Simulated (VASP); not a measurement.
**ZrB2: relaxation of cell and atoms with revPBE+D3(BJ)**

The system is ZrB2.

```
CELL_PARAMETERS angstrom
3.17000 0.00000 0.00000
-1.58500 2.74530 0.00000
0.00000 0.00000 3.53300
ATOMIC_POSITIONS crystal
Zr 0.00000 0.00000 0.00000
B 0.66667 0.33333 0.50000
B 0.33333 0.66667 0.50000
```

```yaml
Program: VASP 6.6.1
Task: relaxation of cell and atoms
Functional: revPBE
Dispersion: D3(BJ)
Potentials_or_basis: VASP PAW PBE potentials, release 64 (Zr_sv, B)
Cutoff: 600 eV
k_mesh: 10 × 10 × 8
Occupations: fermi-dirac, width 0.05 eV
Spin: no spin polarisation
Dipole_correction: no
Further_INCAR_settings: ALGO = Normal; EDIFF = 1e-07; IBRION = 2; EDIFFG = -0.01; NSW = 60; ISIF = 3
```

The relaxed volume is 9.90 Å³/atom, the relaxed cell is a = 3.131 Å, b = 3.131 Å, c = 3.499 Å, α = 90.00°, β = 90.00°, γ = 120.00° and the space group after relaxing (to 0.05 Å) is P6/mmm (No. 191). The energy gained by relaxing is 9.3 meV/atom. The ionic steps are 3 and the pressure after relaxing is -0.1 GPa. The band gap on the k mesh is zero (band 9 reaches 11.60 eV, above the bottom of band 10 at 10.73 eV) and the dispersion energy per atom is -0.765 eV.

Stress tensor (GPa, compression positive):
```
-0.12  0.00  0.00
 0.00 -0.12  0.00
 0.00  0.00  0.05
```

Step by step:
```
step  energy change (eV)  largest force (eV/Å)  pressure (GPa)  volume (Å³)
   1              0.0000                0.0000           -8.25        30.75
   2              0.0171                0.0000           11.93        28.46
   3             -0.0280                0.0000           -0.06        29.71
```

Final structure:
```
Zr B
1.0
     3.13147    0.00000    0.00000
    -1.56574    2.71194    0.00000
     0.00000    0.00000    3.49857
Zr B
1 2
Direct
  0.00000 0.00000 0.00000
  0.66667 0.33333 0.50000
  0.33333 0.66667 0.50000
```

Levels at points of the mesh, in eV from the Fermi level:
```tsv
k point	band 6	band 7	band 8	band 9	band 10	band 11	band 12	band 13
(0.00, 0.00, 0.00)	-2.59	-2.59	-2.58	-2.26	3.65	3.65	4.44	4.44
(0.50, 0.00, 0.00)	-8.48	-3.94	-3.00	-2.69	2.39	2.49	5.25	5.33
(0.00, 0.00, 0.50)	-6.97	-0.87	-0.87	0.46	0.46	0.90	0.90	1.98
(0.50, 0.00, 0.50)	-6.97	-4.63	-4.15	-1.84	3.99	4.34	5.64	6.61
```

Run time: 48 s on 1 thread of AMD EPYC 9R45 96-Core Processor (Zen 5), on a shared host, peak memory 0.17 GiB.

Caveat: the PAW data sets were made with another functional, which shifts forces and pressure a little; pairwise dispersion overbinds metals, which lowers pressure and volume.
